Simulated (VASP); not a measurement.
The system is Sc.

```
Sc
1.0
     3.30900    0.00000    0.00000
    -1.65450    2.86568    0.00000
     0.00000    0.00000    5.27330
Sc
2
Direct
  0.33333 0.66667 0.25000
  0.66667 0.33333 0.75000
```

```yaml
Program: VASP 6.6.1
Task: relaxation of cell and atoms
Functional: PBEsol
Potentials_or_basis: VASP PAW PBE potentials, release 64 (Sc_sv)
Cutoff: 600 eV
k_mesh: 12 × 12 × 8
Occupations: gaussian, width 0.1 eV
Spin: no spin polarisation
```

At the start: pressure -2.8 GPa; volume 25.00 Å³/atom.

Where does the relaxation end?

Over 5 steps the energy falls by 14.7 meV/atom and the volume is 23.66 Å³/atom (-5.4 %); space group P6_3/mmc (No. 194, to 0.05 Å).

Step by step:
```tsv
step	energy change (eV)	largest force (eV/Å)	pressure (GPa)	volume (Å³)
1	0.0000	0.0000	-2.83	50.00
2	-0.0275	0.0000	0.59	46.88
3	-0.0280	0.0000	0.16	47.22
4	-0.0292	0.0000	0.07	47.29
5	-0.0295	0.0000	0.01	47.33
```

Final structure:
```xyz
2
Lattice="3.2769 0.0000 0.0000 -1.6385 2.8379 0.0000 0.0000 0.0000 5.0892" Properties=species:S:1:pos:R:3 pbc="T T T"
Sc    0.0000    1.8919    1.2723
Sc    1.6385    0.9460    3.8169
```

Caveat: the PAW data sets were made with another functional, which shifts forces and pressure a little.
